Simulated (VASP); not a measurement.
Runs of VASP 6.6.1 on Sb. The structure is that of space group Fd-3m (No. 227), or close to it. The cells are those of the table. 

```tsv
task	cell	cutoff (eV)	gap on the mesh (eV)	pressure (GPa)
single point	a = 4.871 Å, angles 60.0°, 2 atoms	520	none	(a)
relaxation of cell and atoms	relaxed from a = 4.854 Å, angles 60.0°, 2 atoms	600	none	0.1
single point	a = 4.854 Å, angles 60.0°, 2 atoms	520	none	0.1
single point	a = 4.838 Å, angles 60.0°, 2 atoms	520	none	0.5
```

Alike in all rows: level PBEsol; potentials or basis VASP PAW PBE potentials, release 64 (Sb); no spin polarisation; k mesh 11 × 11 × 11; smearing methfessel-paxton 0.1 eV.

**Question.** Fill in the values left out.

**Answer.** (a) -0.3.

Caveats: the PAW data sets were made with another functional, which shifts forces and pressure a little; spin-orbit coupling is left out, which moves the levels of the heavy elements; the relaxation stopped at its first step, so nothing moved (some runs).

A k mesh can miss the band edges, and the runs leave out spin-orbit coupling on Sb.

A gap of «none» marks levels without a gap at the run's occupations.
